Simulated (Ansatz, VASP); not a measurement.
# Co in VASP and in Ansatz

```
CELL_PARAMETERS angstrom
2.71351 0.00000 0.00000
-1.35676 2.34997 0.00000
0.00000 0.00000 3.52552
ATOMIC_POSITIONS crystal
Co 0.33333 0.66667 0.25000
Co 0.66667 0.33333 0.75000
```

Alike in both runs: task single point; functional PBE; k mesh 24 × 24 × 14; occupations gaussian, width 0.15 eV; collinear spin.

|  | VASP | Ansatz |
| --- | --- | --- |
| version | VASP 6.6.1 | Ansatz 0.2.0 |
| potentials or method | VASP PAW PBE potentials, release 64 (Co), cutoff 520 eV | scalar-relativistic, plane waves, PAW |
| valence electrons in the cell | 18 | 34 |

```tsv
	VASP	Ansatz	Ansatz less VASP
gap on the k mesh at the Fermi level (eV)	none	none	-
pressure (GPa)	1.6	2.6	+0.98
traceless stress, the component that is largest in VASP (GPa)	25.15	26.09	+0.946
net moment per atom (μB)	1.63	1.63	+0.008
size of the moment on the site where the two differ most (μB)	1.64	1.70	+0.056
```

Site moments also hang on the region over which each program counts them. A gap of «none» marks a metal or a gap that the smearing closes. The functional is the same, so the differences come from potentials, cutoffs and numerics. VASP's potentials hold 18 valence electrons a cell and Ansatz's 34, so a difference there can come from the potentials and not from the codes.
